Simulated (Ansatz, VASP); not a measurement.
**One calculation of InSb, two programs**

```
In Sb
1.0
     0.00000    3.14684    3.38270
     2.69601    0.00000    3.38270
     2.69601    3.14684    0.00000
In Sb
1 1
Cartesian
  0.0000 0.0000 0.0000
  2.6960 3.1468 3.3827
```

Change from the starting cell: strain +e along x and -e along y -0.0733, strain +e along z and -e/2 along x and y +0.1000.

Alike in both runs: task single point; functional PBE; k mesh 12 × 12 × 12; occupations gaussian, width 0.15 eV; no spin polarisation.

```csv
,VASP,Ansatz
version,VASP 6.6.1,Ansatz 0.2.0
potentials or method,"VASP PAW PBE potentials, release 64 (In_d, Sb), cutoff 520 eV","scalar-relativistic, plane waves, PAW"
valence electrons in the cell,18,28
```

```tsv
	VASP	Ansatz	Ansatz less VASP
gap on the k mesh at the Fermi level (eV)	none	none	-
pressure (GPa)	5.5	5.6	+0.05
traceless stress, the component that is largest in VASP (GPa)	15.85	15.90	+0.048
```

A gap of «none» marks a metal or a gap that the smearing closes. VASP's potentials hold 18 valence electrons a cell and Ansatz's 28, so a difference there can come from the potentials and not from the codes.

Neither program's run includes spin-orbit coupling.
